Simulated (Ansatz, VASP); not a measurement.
**One calculation of Hf, two programs**

```xyz
1
Lattice="-1.7929 1.7929 1.7929 1.7929 -1.7929 1.7929 1.7929 1.7929 -1.7929" Properties=species:S:1:pos:R:3 pbc="T T T"
Hf    0.0000    0.0000    0.0000
```

Change from the starting cell: volume scaled by 0.98.

Alike in both runs: task single point; functional PBEsol; k mesh 16 × 16 × 16; occupations fermi-dirac, width 0.08 eV; no spin polarisation.

```csv
,VASP,Ansatz
version,VASP 6.6.1,Ansatz 0.2.0
potentials or method,"VASP PAW PBE potentials, release 64 (Hf_pv), cutoff 520 eV","all-electron LAPW, scalar-relativistic"
```

Ansatz gave:

* pressure (GPa): -7.3

Question: Which values does VASP return?

Answer: Pressure (GPa): -7.6.

VASP's potentials were made for PBE, not for PBEsol. Ansatz ran all-electron here, and VASP with PAW potentials.

Neither program's run includes spin-orbit coupling.
